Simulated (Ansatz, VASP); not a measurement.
# One calculation of Be2C, two programs

```
C Be
1.0
     0.00000    2.16049    2.16049
     2.16049    0.00000    2.16049
     2.16049    2.16049    0.00000
C Be
1 2
Direct
  0.00000 0.00000 0.00000
  0.25000 0.25000 0.25000
  0.75000 0.75000 0.75000
```

Alike in both runs: task single point; functional HSE06; k mesh 8 × 8 × 8; no spin polarisation.

```csv
,VASP,Ansatz
version,VASP 6.6.1,Ansatz 0.2.0
potentials or method,"VASP PAW PBE potentials, release 64 (C, Be)","plane waves, PAW"
plane-wave cutoff (eV),520,420
occupations,"gaussian, width 0.01 eV",fixed
valence electrons in the cell,8,8
```

```tsv
	VASP	Ansatz	Ansatz less VASP
gap on the k mesh at the Fermi level (eV)	1.90	1.91	+0.013
pressure (GPa)	-1.9	-2.2	-0.27
```

Ansatz's warnings: stress exchange threshold loose, stress scf threshold loose.
